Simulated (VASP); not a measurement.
A run of VASP 6.6.1:

File INCAR:

```
SYSTEM = V
PREC = Accurate
ENCUT = 520
EDIFF = 1E-6
ISMEAR = -1
SIGMA = 0.1
LREAL = .False.
LASPH = .True.
NELM = 100
ALGO = Normal
ISIF = 2
LWAVE = .False.
LCHARG = .False.
GGA = PE
NBANDS = 20
```

Contents of KPOINTS:

```
Automatic mesh
0
Gamma
  17 17 17
  0 0 0
```

Contents of POSCAR:

```
V
1.0
    0.0000000000      2.6917709505      2.6917709505
    2.6917709505      0.0000000000      2.6917709505
    2.6917709505      2.6917709505      0.0000000000
V
2
Direct
    0.1250000000      0.1250000000      0.1250000000
    0.8750000000      0.8750000000      0.8750000000
```

Potentials or basis: VASP PAW PBE potentials, release 64 (V_sv).

Command:

```sh
$ cat potpaw_PBE.64/V_sv/POTCAR > POTCAR
$ mpirun -np 1 vasp_std > vasp.out
```

Hardware: 1 thread of Intel Xeon 8259CL, on a shared host.

Problem. Estimate the wall time of this run.

Solution. It took 3.5 min on 1 thread of Intel Xeon 8259CL, on a shared host, peak memory 0.23 GiB. Counts: scf iterations 11, k points 165.
